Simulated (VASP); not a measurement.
Set up this calculation in VASP 6.6.1, as the native input.

```
Task                   : single point
Functional             : PBE
Potentials or basis    : VASP PAW PBE potentials, release 64 (Sn_d, Se, S)
Cutoff                 : 520 eV
k mesh                 : 12 × 12 × 4
Occupations            : gaussian, width 0.02 eV
Spin                   : no spin polarisation
Dipole correction      : no
Further INCAR settings : ALGO = Normal; EDIFF = 1e-06; NBANDS = 39
```

The structure of Sn3SeS2 lies in POSCAR:

```
Sn3SeS2
1.0
    4.1868804063      0.0000000000      0.0000000000
   -2.0934402032      3.6259447945      0.0000000000
    0.0000000000      0.0000000000     10.2482033000
Sn Se S
3 1 2
Direct
    0.6666666667      0.3333333333      0.8242870000
    0.0000000000      0.0000000000      0.5000000000
    0.3333333333      0.6666666667      0.1757130000
    0.0000000000      0.0000000000      0.0000000000
    0.3333333333      0.6666666667      0.6622190000
    0.6666666667      0.3333333333      0.3377810000
```

The input as run:

INCAR

```
SYSTEM = Sn3SeS2
PREC = Accurate ; ENCUT = 520
EDIFF = 1E-6 ; ISMEAR = 0
SIGMA = 0.02 ; LREAL = .FALSE.
LASPH = .TRUE. ; NELM = 60
ALGO = Normal ; ISIF = 2
LWAVE = .FALSE. ; LCHARG = .FALSE.
GGA = PE ; NBANDS = 39
```

KPOINTS

```
Automatic mesh
0
G
  12 12 4
  0 0 0
```

Potentials or basis: VASP PAW PBE potentials, release 64 (Sn_d, Se, S).

The run is started by

```sh
$ cat potpaw_PBE.64/Sn_d/POTCAR potpaw_PBE.64/Se/POTCAR potpaw_PBE.64/S/POTCAR > POTCAR
$ mpirun -np 1 vasp_std > vasp.out
```

Results of the run:

* Pressure: 0.0 GPa
* Band gap on the k mesh: 0.42 eV, indirect (least direct gap 0.50 eV)

Caveat: spin-orbit coupling is left out, which moves the levels of the heavy elements.

Run time: 3 min on 1 thread of Intel(R) Xeon(R) 6975P-C (Granite Rapids), on a shared host, peak memory 0.49 GiB.
